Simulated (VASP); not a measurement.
# Ti (I4/mmm) in VASP: a series of runs

The runs below take Ti through single point, with PBEsol.

Program: VASP 6.6.1. These are calculated values, not measurements. Logs are shortened: lines on timing, memory, paths and dates and some standing lists are left out, and cuts for length are marked.

### Step 1. The cell of the first run

It takes space group I4/mmm (No. 139, tetragonal). Conventional cell: a = 3.210 Å, b = 3.210 Å, c = 2.889 Å, α = 90.00°, β = 90.00°, γ = 90.00°. Within 3.5 Å of Ti (site symmetry 4/mmm) lie 14 Ti at 2.69 to 3.21 Å.

### Step 2. Single point, PBEsol (strain -0.1000 x Voigt [1, 0, 0, 0, 0, 0])

The input, INCAR:

```
PREC = Accurate
ENCUT = 520
EDIFF = 1E-7
ISMEAR = 0
SIGMA = 0.15
LREAL = False
LASPH = True
NELM = 80
ALGO = Fast
ISIF = 2
LWAVE = False
LCHARG = False
GGA = PS
NBANDS = 12
```

The input, KPOINTS:

```
Automatic mesh
0
Gamma
  26 26 26
```

The input, POSCAR:

```
Ti
1.0
   -1.4446044566      1.6051160629      1.6051160629
    1.4446044566     -1.6051160629      1.6051160629
    1.4446044566      1.6051160629     -1.6051160629
Ti
1
Direct
    0.0000000000      0.0000000000      0.0000000000
```

Potentials or basis: VASP PAW PBE potentials, release 64 (Ti_sv).

Launch:

```bash
cat potpaw_PBE.64/Ti_sv/POTCAR > POTCAR
mpirun -np 1 vasp_std > vasp.out
```

OUTCAR:

```text
PREC = Accurate
   ENCUT = 520
   EDIFF = 1E-7
   ISMEAR = 0
   LREAL = False
   LASPH = True
   NELM = 80
   ISIF = 2
   GGA = PS

 ion  position               nearest neighbor table
   1  0.000  0.000  0.000-

  LATTYP: Found a body centered tetragonal cell.
 ALAT       =     3.2102321258
 C/A-ratio  =     0.9000000000

  Lattice vectors:

 A1 = (  -1.4446044566,   1.6051160629,  -1.6051160629)
 A2 = (  -1.4446044566,  -1.6051160629,   1.6051160629)
 A3 = (   1.4446044566,   1.6051160629,   1.6051160629)

Analysis of symmetry for initial positions (statically):
=====================================================================
 Subroutine PRICEL returns:
 Original cell was already a primitive cell.

 Routine SETGRP: Setting up the symmetry group for a
 body centered tetragonal supercell.

 Subroutine GETGRP returns: Found 16 space group operations
 (whereof 16 operations were pure point group operations)
 out of a pool of 16 trial point group operations.

The static configuration has the point symmetry D_4h.

Analysis of symmetry for dynamics (positions and initial velocities):
=====================================================================
 Subroutine PRICEL returns:
 Original cell was already a primitive cell.

 Routine SETGRP: Setting up the symmetry group for a
 body centered tetragonal supercell.

 Subroutine GETGRP returns: Found 16 space group operations
 (whereof 16 operations were pure point group operations)
 out of a pool of 16 trial point group operations.

The dynamic configuration has the point symmetry D_4h.

 Subroutine INISYM returns: Found 16 space group operations
 (whereof 16 operations are pure point group operations),
 and found     1 'primitive' translations

----------------------------------------------------------------------------------------

                                     Primitive cell

  volume of cell :      14.8875

  direct lattice vectors                    reciprocal lattice vectors
    -1.444604457  1.605116063  1.605116063     0.000000000  0.311503954  0.311503954
     1.444604457 -1.605116063  1.605116063     0.346115504  0.000000000  0.311503954
     1.444604457  1.605116063 -1.605116063     0.346115504  0.311503954  0.000000000

  length of vectors
     2.690664822  2.690664822  2.690664822     0.440533116  0.465650787  0.465650787

  position of ions in fractional coordinates (direct lattice)
     0.000000000  0.000000000  0.000000000

  ion indices of the primitive-cell ions
   primitive index   ion index
                 1           1

----------------------------------------------------------------------------------------

 KPOINTS: Automatic mesh

Automatic generation of k-mesh.
 Grid dimensions read from file:
 generate k-points for:   26   26   26

 Generating k-lattice:

  Cartesian coordinates                     Fractional coordinates (reciprocal lattice)
     0.000000000  0.011980921  0.011980921     0.038461538  0.000000000  0.000000000
     0.013312135  0.000000000  0.011980921     0.000000000  0.038461538  0.000000000
     0.013312135  0.011980921  0.000000000     0.000000000  0.000000000  0.038461538

  Length of vectors
     0.016943581  0.017909646  0.017909646

  Shift w.r.t. Gamma in fractional coordinates (k-lattice)
     0.000000000  0.000000000  0.000000000

 Subroutine IBZKPT returns following result:
 ===========================================

 Found   1330 irreducible k-points:

 Following reciprocal coordinates:
            Coordinates               Weight
  0.000000  0.000000  0.000000      1.000000
  0.038462  0.000000  0.000000      4.000000
  0.076923  0.000000  0.000000      4.000000
  0.115385  0.000000  0.000000      4.000000
  0.153846  0.000000  0.000000      4.000000
  0.192308  0.000000  0.000000      4.000000
[... 16 lines left out ...]
  0.307692  0.038462 -0.000000     16.000000
  0.346154  0.038462  0.000000     16.000000
 [... further k-points ...]
   k-points           NKPTS =   1330   k-points in BZ     NKDIM =   1330   number of bands    NBANDS=     12
   number of dos      NEDOS =    301   number of ions     NIONS =      1
   total plane-waves  NPLWV =   8000
   dimension x,y,z NGX =    20 NGY =   20 NGZ =   20
   dimension x,y,z NGXF=    40 NGYF=   40 NGZF=   40
   ions per type =               1
   NGX,Y,Z   is equivalent  to a cutoff of  12.36, 12.36, 12.36 a.u.
   NGXF,Y,Z  is equivalent  to a cutoff of  24.71, 24.71, 24.71 a.u.
 SYSTEM =  unknown system
   PREC   = accura    normal or accurate (medium, high low for compatibility)
   ISTART =      0    job   : 0-new  1-cont  2-samecut
   ICHARG =      2    charge: 1-file 2-atom 10-const
   ISPIN  =      1    spin polarized calculation?
   LNONCOLLINEAR =      F non collinear calculations
   LSORBIT =      F    spin-orbit coupling
   LASPH  =      T    aspherical Exc in radial PAW
   ENCUT  =  520.0 eV  38.22 Ry    6.18 a.u.   5.00  5.00  5.00*2*pi/ulx,y,z
   NELM   =     80;   NELMIN=  2; NELMDL= -5     # of ELM steps
   EDIFF  = 0.1E-06   stopping-criterion for ELM
   LREAL  =      F    real-space projection
   EDIFFG = 0.1E-05   stopping-criterion for IOM
   NSW    =      0    number of steps for IOM
   IBRION =     -1    ionic relax: 0-MD 1-quasi-New 2-CG
   NFREE  =      0    steps in history (QN), initial steepest desc. (CG)
   ISIF   =      2    stress and relaxation
   ISYM   =      2    0-nonsym 1-usesym 2-fastsym
   POTIM  = 0.5000    time-step for ionic-motion
   TEBEG  =    0.0;   TEEND  =   0.0 temperature during run
   PSTRESS=    0.0 pullay stress
   NELECT =      12.0000    total number of electrons
   NUPDOWN=      -1.0000    fix difference up-down
   EMIN   =  10.00;   EMAX   =-10.00  energy-range for DOS
   EFERMI =   0.00;   METHOD = LEGACY
   ISMEAR =     0;   SIGMA  =   0.15  broadening in eV -4-tet -1-fermi 0-gaus
   EFERMI_NEDOS =   21; number of points for ismear=-14 and -15
   IALGO  =     68    algorithm
   IMIX   =      4    mixing-type and parameters
     AMIX     =   0.40;   BMIX     =  1.00
     AMIX_MAG =   1.60;   BMIX_MAG =  1.00
  volume/ion in A,a.u.               =      14.89       100.47
  Fermi-wavevector in a.u.,A,eV,Ry     =   1.523566  2.879122 31.582574  2.321254
  Thomas-Fermi vector in A             =   2.631992
   LORBIT       =      0    0 simple, 1 ext, 2 COOP (PROOUT), +10 PAW based schemes
   GGA     = PS    functional components
   LHFCALC =     F    Hartree Fock is set to
   AEXX    =    0.0000 exact exchange contribution
   IVDW    =     0    specifies the selected vdW correction
   LEPSILON=     F    determine dielectric tensor
   LRPA    =     F    only Hartree local field effects (RPA)
 non-spin polarized calculation
 RMM-DIIS sequential band-by-band and
 Gauss-broadening in eV      SIGMA  =   0.15
  energy-cutoff  :      520.00
  volume of cell :       14.89
 maximum number of plane-waves:       416
   NGX =  9   NGY =  9   NGZ =  9

 number of electron      12.0000006 magnetization

 Free energy of the ion-electron system (eV)
  ---------------------------------------------------
  ext. energy  EPLUGINS =         0.00000000
  ---------------------------------------------------
  free energy    TOTEN  =        -8.19223449 eV

  energy without entropy =       -8.17221118  energy(sigma->0) =       -8.18222283

 E-fermi :   9.6913     XC(G=0): -12.3871

 val. band max:        9.6901843625   @ k =   0.2692   0.0385   0.0385
 cond. band min:       9.6916853487   @ k =   0.2308   0.1154   0.0769
 fundamental gap:      0.0015009862
 Fermi energy:         9.6912552583

 k-point     1 :       0.0000    0.0000    0.0000
  band No.  band energies     occupation
      1     -46.3862      2.00000
      2     -22.1028      2.00000
      3     -22.1028      2.00000
      4     -22.0878      2.00000
      5       3.4110      2.00000
      6      10.1656      0.00001
      7      11.1449      0.00000
      8      11.1449      0.00000
      9      12.2145      0.00000
     10      13.3739      0.00000
     11      27.5450      0.00000
     12      27.5450      0.00000

 k-point     2 :       0.0385    0.0000    0.0000
  band No.  band energies     occupation
      1     -46.3829      2.00000
      2     -22.1199      2.00000
      3     -22.1023      2.00000
      4     -22.0918      2.00000
      5       3.4664      2.00000
      6      10.1670      0.00001
      7      11.1233      0.00000
      8      11.1862      0.00000
      9      12.1800      0.00000
     10      13.3651      0.00000
     11      27.5128      0.00000
     12      27.5713      0.00000

 k-point     3 :       0.0769    0.0000    0.0000
  band No.  band energies     occupation
      1     -46.3734      2.00000
      2     -22.1699      2.00000
      3     -22.1038      2.00000
      4     -22.1007      2.00000
      5       3.6299      2.00000
      6      10.1670      0.00001
      7      11.0604      0.00000
      8      11.3089      0.00000
      9      12.0874      0.00000
     10      13.3400      0.00000
     11      27.3884      0.00000
     12      27.6349      0.00000

 k-point     4 :       0.1154    0.0000    0.0000
  band No.  band energies     occupation
      1     -46.3581      2.00000
      2     -22.2495      2.00000
      3     -22.1228      2.00000
      4     -22.0981      2.00000
      5       3.8946      2.00000
      6      10.1536      0.00001
      7      10.9612      0.00000
      8      11.5093      0.00000
      9      11.9663      0.00000
     10      13.3020      0.00000
     11      27.1009      0.00000
     12      27.6892      0.00000

 k-point     5 :       0.1538    0.0000    0.0000
  band No.  band energies     occupation
      1     -46.3379      2.00000
      2     -22.3533      2.00000
      3     -22.1478      2.00000
      4     -22.0947      2.00000
      5       4.2486      2.00000
      6      10.1101      0.00008
      7      10.8338      0.00000
      8      11.7812      0.00000
      9      11.8581      0.00000
     10      13.2557      0.00000
     11      26.5896      0.00000
     12      27.6619      0.00000
[... 228 lines left out ...]
      1     -46.2716      2.00000
      2     -22.6762      2.00000
      3     -22.2293      2.00000
      4     -22.0905      2.00000
      5       5.4264      2.00000
      6       9.8414      0.15687
      7      10.4383      0.00000
      8      11.8299      0.00000
      9      12.7451      0.00000
     10      13.1471      0.00000
     11      24.4796      0.00000
     12      26.9436      0.00000

 k-point    22 :       0.2692    0.0385    0.0000
  band No.  band energies     occupation
      1     -46.2445      2.00000
      2     -22.8060      2.00000
      3     -22.2626      2.00000
      4     -22.0861      2.00000
      5       5.8924      2.00000
      6       9.7769      0.41962
      7      10.2878      0.00000
      8      11.9061      0.00000
      9      13.1091      0.00000
     10      13.1812      0.00000
     11      23.4587      0.00000
     12      26.4872      0.00000

 k-point    23 :       0.3077    0.0385   -0.0000
  band No.  band energies     occupation
      1     -46.2189      2.00000
      2     -22.9268      2.00000
      3     -22.2939      2.00000
      4     -22.0820      2.00000
      5       6.2937      2.00000
      6       9.8096      0.26463
      7      10.1510      0.00001
      8      11.9993      0.00000
      9      13.0853      0.00000
     10      13.6126      0.00000
     11      22.4460      0.00000
     12      26.0353      0.00000

 k-point    24 :       0.3462    0.0385    0.0000
  band No.  band energies     occupation
      1     -46.1962      2.00000
      2     -23.0320      2.00000
      3     -22.3212      2.00000
      4     -22.0783      2.00000
      5       6.5861      2.00000
      6       9.9671      0.00930
      7      10.0380      0.00108
      8      12.0850      0.00000
      9      13.0690      0.00000
     10      14.0203      0.00000
     11      21.5024      0.00000
     12      25.6323      0.00000

 [... further k-points ...]

------------------------ aborting loop because EDIFF is reached ----------------------------------------

  FORCE on cell =-STRESS in cart. coord.  units (eV):
  Direction    XX          YY          ZZ          XY          YZ          ZX
  --------------------------------------------------------------------------------------
  -------------------------------------------------------------------------------------
  Total        1.1051666      1.3697796      1.3697796      0.0000000      0.0000000      0.0000000
  in kB      118.9368731    147.4142414    147.4142414      0.0000000      0.0000000      0.0000000
  external PRESSURE =     137.9217853 kB  Pullay stress =       0.0000000 kB

 VOLUME and BASIS-vectors are now :
 -----------------------------------------------------------------------------
  energy-cutoff  :      520.00
  volume of cell :       14.89
      direct lattice vectors                 reciprocal lattice vectors
    -1.444604457  1.605116063  1.605116063     0.000000000  0.311503954  0.311503954
     1.444604457 -1.605116063  1.605116063     0.346115504  0.000000000  0.311503954
     1.444604457  1.605116063 -1.605116063     0.346115504  0.311503954  0.000000000

 POSITION                                       TOTAL-FORCE (eV/Angst)
 -----------------------------------------------------------------------------------
      0.00000      0.00000      0.00000        -0.000000      0.000000      0.000000
 -----------------------------------------------------------------------------------
    total drift:                                0.000000      0.000000      0.000000

  FREE ENERGIE OF THE ION-ELECTRON SYSTEM (eV)
  ---------------------------------------------------
  free  energy   TOTEN  =        -8.1922344853 eV

  energy  without entropy=       -8.1722111774  energy(sigma->0) =       -8.18222283
```

Wall time 2.9 min (1 thread of Intel Xeon 6975P-C (Granite Rapids), shared host); peak memory 0.33 GiB.

Results:

```yaml
Free_energy: -8.1922 eV
Pressure: 13.8 GPa
Band_gap_on_the_k_mesh: zero (bands 6 and 7 overlap by 1.62 eV)
```

Caveat: the cell differs from its parent crystal (strain -0.1000 x Voigt [1, 0, 0, 0, 0, 0]); the cell stands under pressure; the PAW data sets were made with another functional, which shifts forces and pressure a little.

[end of part 1 of 2]
